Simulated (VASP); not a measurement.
CaO (Lime):

```
CELL_PARAMETERS angstrom
0.00000 2.39755 2.39755
2.39755 0.00000 2.39755
2.39755 2.39755 0.00000
ATOMIC_POSITIONS crystal
Ca 0.00000 0.00000 0.00000
O 0.50000 0.50000 0.50000
```

Program: VASP 6.6.1. Alike in all runs: task single point; no spin polarisation; cell as given; k mesh 10 × 10 × 10; cutoff (eV) 520.

**Question.** Order these runs on this cell by their pressure, lowest first.
A. level LDA; potentials or basis VASP PAW LDA potentials, release 64 (Ca_sv, O); smearing gaussian 0.01 eV
B. level r2SCAN; potentials or basis VASP PAW PBE potentials, release 64 (Ca_sv, O); smearing gaussian 0.01 eV
C. level PBE; potentials or basis VASP PAW PBE potentials, release 64 (Ca_sv, O); smearing fermi-dirac 0.02 eV

**Answer.** A (-5.5 GPa), B (1.1 GPa), C (3.1 GPa).

Caveats: the PAW data sets were made with another functional, which shifts forces and pressure a little (some runs).
